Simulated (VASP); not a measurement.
Runs of VASP 6.6.1 on Ge. The structure is that of space group Fm-3m (No. 225), or close to it. The cells are those of the table. 

| task | cell | k mesh | cutoff (eV) | gap on the mesh (eV) | pressure (GPa) |
| --- | --- | --- | --- | --- | --- |
| single point | a = 2.929 Å, angles 60.0°, 1 atom | 15 × 15 × 15 | 520 | none | 3.7 |
| single point | a = 3.084 Å, angles 60.0°, 1 atom | 15 × 15 × 15 | 520 | none | -6.3 |
| single point | a = 2.969 Å, angles 60.0°, 1 atom | 15 × 15 × 15 | 520 | none | (a) |
| single point | a = 2.888 Å, angles 60.0°, 1 atom | 15 × 15 × 15 | 520 | none | 7.7 |
| relaxation of cell and atoms | relaxed from a = 3.008 Å, angles 60.0°, 1 atom | 13 × 13 × 13 | 600 | none | 0.0 |

Alike in all rows: level PBEsol; potentials or basis VASP PAW PBE potentials, release 64 (Ge_d); no spin polarisation; smearing fermi-dirac 0.1 eV.

Task: Fill in the values left out.

Result: (a) 0.5.

Caveats: the PAW data sets were made with another functional, which shifts forces and pressure a little.

A k mesh can miss the band edges, and the runs leave out spin-orbit coupling on Ge.

A gap of «none» marks levels without a gap at the run's occupations.
